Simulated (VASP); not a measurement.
Here is a VASP 6.6.1 calculation.

The input INCAR:

```
SYSTEM = Pt
PREC = Accurate
ENCUT = 570
EDIFF = 1E-6
ISMEAR = 0
SIGMA = 0.1
LREAL = .False.
LASPH = .True.
NELM = 120
ALGO = Normal
ISIF = 2
LWAVE = .False.
LCHARG = .False.
GGA = PE
NBANDS = 44
GGA_COMPAT = .False.
```

Contents of KPOINTS:

```
regular mesh
0
Gamma
  6 6 2
  0 0 0
```

POSCAR

```
Pt
1.0
    3.0691535342      0.0000000000      0.0000000000
   -1.5345767671      2.6579649287      0.0000000000
    0.0000000000      0.0000000000      8.3590766987
Pt
4
Direct
    0.0000000000      0.0000000000      0.2500000000
    0.0000000000      0.0000000000      0.7500000000
    0.3333333333      0.6666666667      0.7500000000
    0.6666666667      0.3333333333      0.2500000000
```

Potentials or basis: VASP PAW PBE potentials, release 64 (Pt_sv_GW).

Run with:

```bash
$ cat potpaw_PBE.64/Pt_sv_GW/POTCAR > POTCAR
$ mpirun -np 1 vasp_std > vasp.out
```

Question: Estimate the pressure.

Answer: 512.6 GPa.

Question: Estimate the band gap on the k mesh.

Answer: Zero (bands 36 and 37 overlap by 4.14 eV).

Stress tensor (GPa, compression positive):
```
768.74   0.00   0.00
  0.00 768.74   0.00
  0.00   0.00   0.46
```

Caveat: the k points lie up to 0.39 Å⁻¹ apart, too coarse for converged energies and pressures of a metal; atoms lie so close that the PAW spheres overlap strongly, which falsifies energies and pressures; spin-orbit coupling is left out, which moves the levels of the heavy elements.
